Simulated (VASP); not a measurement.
Set up this calculation in VASP 6.6.1, as the native input.

```yaml
Task: single point
Functional: LDA
Potentials_or_basis: VASP PAW LDA potentials, release 64 (Cd, S)
Cutoff: 520 eV
k_mesh: 8 × 8 × 8
Occupations: gaussian, width 0.01 eV
Spin: no spin polarisation
Dipole_correction: no
Further_INCAR_settings: ALGO = Normal; EDIFF = 1e-06; NBANDS = 16
```

The structure of CdS lies in POSCAR:

```
CdS
1.0
    0.0000000000      2.8648443259      2.8648443259
    2.8648443259      0.0000000000      2.8648443259
    2.8648443259      2.8648443259      0.0000000000
Cd S
1 1
Direct
    0.0000000000      0.0000000000      0.0000000000
    0.7500000000      0.7500000000      0.7500000000
```

These files were run (other wordings do the same):

INCAR

```
SYSTEM = CdS
ALGO = Normal
EDIFF = 1E-6
ENCUT = 520
GGA = CA
ISIF = 2
ISMEAR = 0
LASPH = .TRUE.
LCHARG = .FALSE.
LREAL = .FALSE.
LWAVE = .FALSE.
NBANDS = 16
NELM = 100
PREC = Accurate
SIGMA = 0.01
```

KPOINTS

```
k-points
0
G
  8 8 8
  0 0 0
```

Potentials or basis: VASP PAW LDA potentials, release 64 (Cd, S).

The run is started by

```console
$ cat potpaw_LDA.64/Cd/POTCAR potpaw_LDA.64/S/POTCAR > POTCAR
$ mpirun -np 1 vasp_std > vasp.out
```

It gave:

The pressure is 1.6 GPa and the band gap on the k mesh is 1.01 eV.

It took 37 s on 1 thread of Intel Xeon 8259CL (shared host), peak memory 0.15 GiB.
